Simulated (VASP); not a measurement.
A run of VASP 6.6.1 is set up as follows.

The input INCAR:

```
PREC     = Accurate       # precision mode
ENCUT    = 520            # plane-wave cutoff, eV
EDIFF    = 1E-6           # SCF threshold, eV
ISMEAR   = 0              # smearing method
SIGMA    = 0.05           # smearing width, eV
LREAL    = False          # projectors in reciprocal space
LASPH    = True           # aspherical terms in the spheres
NELM     = 100            # most SCF steps
ALGO     = Normal         # electronic algorithm
ISIF     = 2              # what is computed and relaxed
LWAVE    = False          # write WAVECAR
LCHARG   = False          # write CHGCAR
NBANDS   = 16             # bands
```

Contents of KPOINTS:

```
Automatic mesh
0
Gamma
  10 10 10
```

Contents of POSCAR:

```
GaP
1.0
    0.0000000000      2.8020576903      2.5778930751
    2.8020576903      0.0000000000      2.5778930751
    2.8020576903      2.8020576903      0.0000000000
Ga P
1 1
Direct
    0.0000000000      0.0000000000      0.0000000000
    0.7500000000      0.7500000000      0.7500000000
```

Potentials or basis: VASP PAW LDA potentials, release 64 (Ga_d, P).

Launch:

```console
$ cat potpaw_LDA.64/Ga_d/POTCAR potpaw_LDA.64/P/POTCAR > POTCAR
$ mpirun -np 1 vasp_std > vasp.out
```

Task: Predict the band gap on the k mesh.

Result: 0.69 eV, indirect (least direct gap 1.32 eV).

Task: What does it give for the pressure?

Result: -2.8 GPa.

Stress tensor (GPa, compression positive):
```
-4.67  0.00  0.00
 0.00 -4.67  0.00
 0.00  0.00  0.88
```

 A k mesh can miss the band edges.
